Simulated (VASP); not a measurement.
MgO (Periclase), 2 atoms in the cell. The structure is cubic, space group Fm-3m (No. 225). Conventional cell: a = 4.214 Å, b = 4.214 Å, c = 4.214 Å, α = 90.00°, β = 90.00°, γ = 90.00°. Within 2.8 Å of Mg (site symmetry m-3m) lie 6 O at 2.11 Å. Within 2.8 Å of O (site symmetry m-3m) lie 6 Mg at 2.11 Å. 

| Quantity | Value |
| --- | --- |
| Program | VASP 6.6.1 |
| Task | single point |
| Functional | PBEsol |
| Potentials or basis | VASP PAW PBE potentials, release 64 (Mg, O) |
| Cutoff | 520 eV |
| k mesh | 10 × 10 × 10 |
| Occupations | gaussian, width 0.02 eV |
| Spin | no spin polarisation |
| Dipole correction | no |
| Further INCAR settings | ALGO = Normal; EDIFF = 1e-07; NBANDS = 11 |

Potentials or basis: VASP PAW PBE potentials, release 64 (Mg, O).

The run is started by

```bash
$ cat potpaw_PBE.64/Mg/POTCAR potpaw_PBE.64/O/POTCAR > POTCAR
$ mpirun -np 1 vasp_std > vasp.out
```

Hardware: 1 thread of Intel(R) Xeon(R) 6975P-C (Granite Rapids), on a shared host.

Estimate the wall time of this run.

Wall time 5.3 s on 1 thread of Intel(R) Xeon(R) 6975P-C (Granite Rapids), on a shared host, peak memory 0.14 GiB. Counts: scf iterations 13, k points 47.
